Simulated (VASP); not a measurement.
Input of a VASP 6.6.1 run:

File POSCAR:

```
HfO2
1.0
    0.0000000000      2.5575000000      2.5575000000
    2.5575000000      0.0000000000      2.5575000000
    2.5575000000      2.5575000000      0.0000000000
Hf O
1 2
Direct
    0.0000000000      0.0000000000      0.0000000000
    0.2500000000      0.2500000000      0.2500000000
    0.7500000000      0.7500000000      0.7500000000
```

File INCAR.step1:

```
SYSTEM = HfO2
PREC = Accurate
ENCUT = 660
ISMEAR = 0
SIGMA = 0.01
LREAL = .False.
LASPH = .True.
NELM = 120
NBANDS = 18
GGA = PE
ALGO = Normal
EDIFF = 1E-5
LWAVE = .True.
LCHARG = .False.
GGA_COMPAT = .False.
```

Contents of INCAR.step2:

```
SYSTEM = HfO2
PREC = Accurate
ENCUT = 660
EDIFF = 1E-6
ISMEAR = 0
SIGMA = 0.01
LREAL = .False.
LASPH = .True.
NELM = 120
ALGO = Normal
ISIF = 2
LWAVE = .False.
LCHARG = .False.
METAGGA = R2SCAN
LMIXTAU = .True.
NBANDS = 18
ISTART = 1
GGA_COMPAT = .False.
```

Contents of KPOINTS:

```
Automatic mesh
0
Gamma
  6 6 6
  0 0 0
```

Potentials or basis: VASP PAW PBE potentials, release 64 (Hf_pv, O).

Command:

```bash
$ cat potpaw_PBE.64/Hf_pv/POTCAR potpaw_PBE.64/O/POTCAR > POTCAR
$ cp INCAR.step1 INCAR
$ mpirun -np 1 vasp_std > vasp.out
$ cp INCAR.step2 INCAR
$ mpirun -np 1 vasp_std > vasp.out
```

**Question.** Estimate the pressure.

**Answer.** -12.4 GPa.

**Question.** What does it give for the band gap on the k mesh?

**Answer.** 4.22 eV.

Caveat: the cell stands under tension; the PAW data sets were made with another functional, which shifts forces and pressure a little; spin-orbit coupling is left out, which moves the levels of the heavy elements. r2SCAN opens gaps a little over a GGA but as a rule still falls short of measured ones.
